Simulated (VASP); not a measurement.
# Au (Cmcm) in VASP: notebook

Runs on Au. Level: PBE. Tasks: single point.

Everything below comes from runs of VASP 6.6.1. Logs are shortened: lines on timing, memory, paths and dates and some standing lists are left out, and cuts for length are marked.

### Step 1. The cell of the first run

Symmetry: Cmcm, No. 63, orthorhombic system. The conventional cell has a = 2.923 Å, b = 5.244 Å, c = 4.990 Å, α = 90.00°, β = 90.00°, γ = 90.00°. Au (site symmetry m2m) has 12 Au at 2.92 to 3.03 Å within 3.8 Å.

### Step 2. Single point, PBE (equal strain along all axes, cell held: +2.0 %, then relaxed in part)

File INCAR:

```
ALGO = Normal ; EDIFF = 1E-6
ENCUT = 520 ; GGA = PE
ISIF = 2 ; ISMEAR = 0
LASPH = True ; LCHARG = False
LREAL = False ; LWAVE = False
NBANDS = 30 ; NELM = 100
PREC = Accurate ; SIGMA = 0.1
```

File KPOINTS:

```
k-points
0
Gamma
  14 8 10
```

File POSCAR:

```
Au
1.0
    2.9227297722      0.0000000000      0.0000000000
    0.0000000000      5.2435773176      0.0000000000
    0.0000000000      0.0000000000      4.9899755467
Au
4
Direct
    0.0000000000      0.3360485564      0.7500000000
    0.5000000000      0.1639514436      0.2500000000
    0.5000000000      0.8360485564      0.7500000000
    0.0000000000      0.6639514436      0.2500000000
```

Potentials or basis: VASP PAW PBE potentials, release 64 (Au).

Started as:

```sh
> cat potpaw_PBE.64/Au/POTCAR > POTCAR
> mpirun -np 1 vasp_std > vasp.out
```

OUTCAR:

```text
EDIFF = 1E-6
   ENCUT = 520
   GGA = PE
   ISIF = 2
   ISMEAR = 0
   LASPH = True
   LREAL = False
   NELM = 100
   PREC = Accurate

 ion  position               nearest neighbor table
   1  0.000  0.336  0.750-   3 3.00   3 3.00   3 3.00   3 3.00   2 3.03   2 3.03   2 3.03   2 3.03
                             4 3.03   4 3.03
   2  0.500  0.164  0.250-   4 3.00   4 3.00   4 3.00   4 3.00   1 3.03   1 3.03   1 3.03   1 3.03
                             3 3.03   3 3.03
   3  0.500  0.836  0.750-   1 3.00   1 3.00   1 3.00   1 3.00   4 3.03   4 3.03   4 3.03   4 3.03
                             2 3.03   2 3.03
   4  0.000  0.664  0.250-   2 3.00   2 3.00   2 3.00   2 3.00   3 3.03   3 3.03   3 3.03   3 3.03
                             1 3.03   1 3.03

  LATTYP: Found a simple orthorhombic cell.
 ALAT       =     2.9227297722
 B/A-ratio  =     1.7072996601
 C/A-ratio  =     1.7940684655

  Lattice vectors:

 A1 = (  -2.9227297722,   0.0000000000,   0.0000000000)
 A2 = (   0.0000000000,   0.0000000000,   4.9899755467)
 A3 = (   0.0000000000,   5.2435773176,   0.0000000000)

Analysis of symmetry for initial positions (statically):
=====================================================================
 Subroutine PRICEL returns following result:

  LATTYP: Found a base centered orthorhombic cell.
 ALAT       =     2.9227297722
 B/A-ratio  =     1.7940684655
 C/A-ratio  =     1.7072996601

  Lattice vectors:

 A1 = (  -1.4613648861,   2.6217886588,   0.0000000000)
 A2 = (  -1.4613648861,  -2.6217886588,   0.0000000000)
 A3 = (   0.0000000000,   0.0000000000,   4.9899755467)

   2 primitive cells build up your supercell.

 Routine SETGRP: Setting up the symmetry group for a
 simple orthorhombic supercell.

 Subroutine GETGRP returns: Found  8 space group operations
 (whereof  4 operations were pure point group operations)
 out of a pool of  8 trial point group operations.

The static configuration has the point symmetry C_2h.
 The point group associated with its full space group is D_2h.

Analysis of symmetry for dynamics (positions and initial velocities):
=====================================================================
 Subroutine PRICEL returns following result:

  LATTYP: Found a base centered orthorhombic cell.
 ALAT       =     2.9227297722
 B/A-ratio  =     1.7940684655
 C/A-ratio  =     1.7072996601

  Lattice vectors:

 A1 = (  -1.4613648861,   2.6217886588,   0.0000000000)
 A2 = (  -1.4613648861,  -2.6217886588,   0.0000000000)
 A3 = (   0.0000000000,   0.0000000000,   4.9899755467)

   2 primitive cells build up your supercell.

 Routine SETGRP: Setting up the symmetry group for a
 simple orthorhombic supercell.

 Subroutine GETGRP returns: Found  8 space group operations
 (whereof  4 operations were pure point group operations)
 out of a pool of  8 trial point group operations.

The dynamic configuration has the point symmetry C_2h.
 The point group associated with its full space group is D_2h.

 Subroutine INISYM returns: Found  8 space group operations
 (whereof  4 operations are pure point group operations),
 and found     2 'primitive' translations

----------------------------------------------------------------------------------------

                                     Primitive cell

  volume of cell :      38.2371

  direct lattice vectors                    reciprocal lattice vectors
    -1.461364886  2.621788659  0.000000000    -0.342145897  0.190709498  0.000000000
    -1.461364886 -2.621788659  0.000000000    -0.342145897 -0.190709498  0.000000000
     0.000000000  0.000000000  4.989975547     0.000000000  0.000000000  0.200401784

  length of vectors
     3.001560111  3.001560111  4.989975547     0.391706431  0.391706431  0.200401784

  position of ions in fractional coordinates (direct lattice)
     0.336048556  0.663951444  0.750000000
     0.663951444  0.336048556  0.250000000

  ion indices of the primitive-cell ions
   primitive index   ion index
                 1           1
                 2           4

----------------------------------------------------------------------------------------

 KPOINTS: k-points

Automatic generation of k-mesh.
 Grid dimensions read from file:
 generate k-points for:   14    8   10

 Generating k-lattice:

  Cartesian coordinates                     Fractional coordinates (reciprocal lattice)
     0.024438993  0.000000000  0.000000000     0.071428571  0.000000000  0.000000000
     0.000000000  0.023838687  0.000000000     0.000000000  0.125000000  0.000000000
     0.000000000  0.000000000  0.020040178     0.000000000  0.000000000  0.100000000

  Length of vectors
     0.024438993  0.023838687  0.020040178

  Shift w.r.t. Gamma in fractional coordinates (k-lattice)
     0.000000000  0.000000000  0.000000000

 Subroutine IBZKPT returns following result:
 ===========================================

 Found    240 irreducible k-points:

 Following reciprocal coordinates:
            Coordinates               Weight
  0.000000  0.000000  0.000000      1.000000
  0.071429  0.000000  0.000000      2.000000
  0.142857  0.000000  0.000000      2.000000
  0.214286  0.000000  0.000000      2.000000
  0.285714  0.000000  0.000000      2.000000
  0.357143  0.000000  0.000000      2.000000
[... 16 lines left out ...]
  0.428571  0.250000  0.000000      4.000000
  0.500000  0.250000  0.000000      2.000000
 [... further k-points ...]
   k-points           NKPTS =    240   k-points in BZ     NKDIM =    240   number of bands    NBANDS=     30
   number of dos      NEDOS =    301   number of ions     NIONS =      4
   total plane-waves  NPLWV =  38400
   dimension x,y,z NGX =    24 NGY =   40 NGZ =   40
   dimension x,y,z NGXF=    48 NGYF=   80 NGZF=   80
   ions per type =               4
   NGX,Y,Z   is equivalent  to a cutoff of  13.65, 12.68, 13.33 a.u.
   NGXF,Y,Z  is equivalent  to a cutoff of  27.30, 25.36, 26.65 a.u.
 SYSTEM =  unknown system
   PREC   = accura    normal or accurate (medium, high low for compatibility)
   ISTART =      0    job   : 0-new  1-cont  2-samecut
   ICHARG =      2    charge: 1-file 2-atom 10-const
   ISPIN  =      1    spin polarized calculation?
   LNONCOLLINEAR =      F non collinear calculations
   LSORBIT =      F    spin-orbit coupling
   LASPH  =      T    aspherical Exc in radial PAW
   ENCUT  =  520.0 eV  38.22 Ry    6.18 a.u.   5.43  9.75  9.28*2*pi/ulx,y,z
   NELM   =    100;   NELMIN=  2; NELMDL= -5     # of ELM steps
   EDIFF  = 0.1E-05   stopping-criterion for ELM
   LREAL  =      F    real-space projection
   EDIFFG = 0.1E-04   stopping-criterion for IOM
   NSW    =      0    number of steps for IOM
   IBRION =     -1    ionic relax: 0-MD 1-quasi-New 2-CG
   NFREE  =      0    steps in history (QN), initial steepest desc. (CG)
   ISIF   =      2    stress and relaxation
   ISYM   =      2    0-nonsym 1-usesym 2-fastsym
   POTIM  = 0.5000    time-step for ionic-motion
   TEBEG  =    0.0;   TEEND  =   0.0 temperature during run
   PSTRESS=    0.0 pullay stress
   NELECT =      44.0000    total number of electrons
   NUPDOWN=      -1.0000    fix difference up-down
   EMIN   =  10.00;   EMAX   =-10.00  energy-range for DOS
   EFERMI =   0.00;   METHOD = LEGACY
   ISMEAR =     0;   SIGMA  =   0.10  broadening in eV -4-tet -1-fermi 0-gaus
   EFERMI_NEDOS =   21; number of points for ismear=-14 and -15
   IALGO  =     38    algorithm
   IMIX   =      4    mixing-type and parameters
     AMIX     =   0.40;   BMIX     =  1.00
     AMIX_MAG =   1.60;   BMIX_MAG =  1.00
  volume/ion in A,a.u.               =      19.12       129.02
  Fermi-wavevector in a.u.,A,eV,Ry     =   1.361614  2.573078 25.225117  1.853994
  Thomas-Fermi vector in A             =   2.488175
   LORBIT       =      0    0 simple, 1 ext, 2 COOP (PROOUT), +10 PAW based schemes
   GGA     = PE    functional components
   LHFCALC =     F    Hartree Fock is set to
   AEXX    =    0.0000 exact exchange contribution
   IVDW    =     0    specifies the selected vdW correction
   LEPSILON=     F    determine dielectric tensor
   LRPA    =     F    only Hartree local field effects (RPA)
 non-spin polarized calculation
 Gauss-broadening in eV      SIGMA  =   0.10
  energy-cutoff  :      520.00
  volume of cell :       76.47
 maximum number of plane-waves:      2095
 NGX is ok and might be reduce to    24
   NGX = 11   NGY = 19   NGZ = 19

 number of electron      44.0000000 magnetization

 Free energy of the ion-electron system (eV)
  ---------------------------------------------------
  ext. energy  EPLUGINS =         0.00000000
  ---------------------------------------------------
  free energy    TOTEN  =       -12.75311134 eV

  energy without entropy =      -12.74714186  energy(sigma->0) =      -12.75012660

 E-fermi :   7.7057     XC(G=0): -12.0349

 val. band max:        7.7049498504   @ k =   0.5000   0.2500   0.0000
 cond. band min:       7.7192608927   @ k =   0.5000   0.2500   0.1000
 fundamental gap:      0.0143110423
 Fermi energy:         7.7057234794

 k-point     1 :       0.0000    0.0000    0.0000
  band No.  band energies     occupation
      1      -1.0294      2.00000
      2       1.2579      2.00000
      3       1.6843      2.00000
      4       1.7097      2.00000
      5       2.2751      2.00000
      6       3.3911      2.00000
[... 22 lines left out ...]
     29      18.2653      0.00000
     30      18.2922      0.00000

 k-point     2 :       0.0714    0.0000    0.0000
  band No.  band energies     occupation
      1      -0.9145      2.00000
      2       1.3528      2.00000
      3       1.7850      2.00000
      4       1.8139      2.00000
      5       2.2892      2.00000
      6       3.3997      2.00000
[... 22 lines left out ...]
     29      17.7561      0.00000
     30      18.3362      0.00000

 k-point     3 :       0.1429    0.0000    0.0000
  band No.  band energies     occupation
      1      -0.5787      2.00000
      2       1.6159      2.00000
      3       2.0660      2.00000
      4       2.0964      2.00000
      5       2.3232      2.00000
      6       3.3484      2.00000
[... 682 lines left out ...]
     29      15.4366      0.00000
     30      16.3938      0.00000

 k-point    24 :       0.5000    0.2500    0.0000
  band No.  band energies     occupation
      1       2.0196      2.00000
      2       2.0196      2.00000
      3       2.0714      2.00000
      4       2.0714      2.00000
      5       2.2823      2.00000
      6       2.2823      2.00000
[... 22 lines left out ...]
     29      14.8999      0.00000
     30      14.8999      0.00000

 [... further k-points ...]

------------------------ aborting loop because EDIFF is reached ----------------------------------------

  FORCE on cell =-STRESS in cart. coord.  units (eV):
  Direction    XX          YY          ZZ          XY          YZ          ZX
  --------------------------------------------------------------------------------------
  -------------------------------------------------------------------------------------
  Total       -3.3420113     -3.4591335     -3.2512779      0.0000000      0.0000000      0.0000000
  in kB      -70.0170394    -72.4708149    -68.1161222      0.0000000      0.0000000      0.0000000
  external PRESSURE =     -70.2013255 kB  Pullay stress =       0.0000000 kB

 VOLUME and BASIS-vectors are now :
 -----------------------------------------------------------------------------
  energy-cutoff  :      520.00
  volume of cell :       76.47
      direct lattice vectors                 reciprocal lattice vectors
     2.922729772  0.000000000  0.000000000     0.342145897  0.000000000  0.000000000
     0.000000000  5.243577318  0.000000000     0.000000000  0.190709498  0.000000000
     0.000000000  0.000000000  4.989975547     0.000000000  0.000000000  0.200401784

 POSITION                                       TOTAL-FORCE (eV/Angst)
 -----------------------------------------------------------------------------------
      0.00000      1.76210      3.74248        -0.000000     -0.003197      0.000000
      1.46136      0.85969      1.24749        -0.000000      0.003197      0.000000
      1.46136      4.38389      3.74248         0.000000     -0.003197     -0.000000
      0.00000      3.48148      1.24749        -0.000000      0.003197      0.000000
 -----------------------------------------------------------------------------------
    total drift:                                0.000000     -0.000000     -0.000000

  FREE ENERGIE OF THE ION-ELECTRON SYSTEM (eV)
  ---------------------------------------------------
  free  energy   TOTEN  =       -12.7531113440 eV

  energy  without entropy=      -12.7471418551  energy(sigma->0) =      -12.75012660
```

It took 7.5 min on 1 thread of AMD EPYC 7R43 (Zen 3), shared host; peak memory 0.44 GiB.

What came out:

* Free energy: -12.7531 eV
* Pressure: -7.0 GPa
* Largest force: 0.003 eV/Å
* Band gap on the k mesh: zero (band 22 reaches 9.84 eV, above the bottom of band 23 at 5.77 eV)

Forces on the atoms (eV/Å):
```
Au   0.000 -0.003  0.000
Au   0.000  0.003  0.000
Au   0.000 -0.003  0.000
Au   0.000  0.003  0.000
```

Levels at points of the mesh, in eV from the Fermi level:
```csv
k point,band 18,band 19,band 20,band 21,band 22,band 23,band 24,band 25,band 26,band 27
"(0.00, 0.00, 0.00)",-2.12,-1.92,-1.90,-1.75,-0.63,0.22,1.03,2.13,5.28,6.27
"(0.50, 0.00, 0.00)",-2.17,-1.88,-1.88,-0.06,-0.06,3.89,3.89,5.53,5.53,5.69
"(0.00, 0.50, 0.00)",-2.97,-2.81,-2.81,-1.97,-1.97,2.33,2.33,2.98,2.98,8.53
"(0.50, 0.50, 0.00)",-1.85,-1.71,-1.71,0.40,0.40,1.41,1.41,5.51,5.51,6.65
"(0.00, 0.00, 0.50)",-2.44,-2.23,-2.23,-1.82,-1.82,0.46,0.46,3.10,3.10,9.87
"(0.50, 0.00, 0.50)",-1.87,-1.87,-1.87,0.98,0.98,0.98,0.98,6.10,6.10,6.10
"(0.00, 0.50, 0.50)",-2.44,-2.44,-2.44,-1.94,-1.94,-1.94,-1.94,9.49,9.49,9.49
"(0.50, 0.50, 0.50)",-1.76,-1.76,-1.76,0.78,0.78,0.78,0.78,3.48,3.48,3.48
```

Caveat: the cell differs from its parent crystal (equal strain along all axes, cell held: +2.0 %, then relaxed in part); spin-orbit coupling is left out, which moves the levels of the heavy elements.

(Continued in part 2 of 2.)
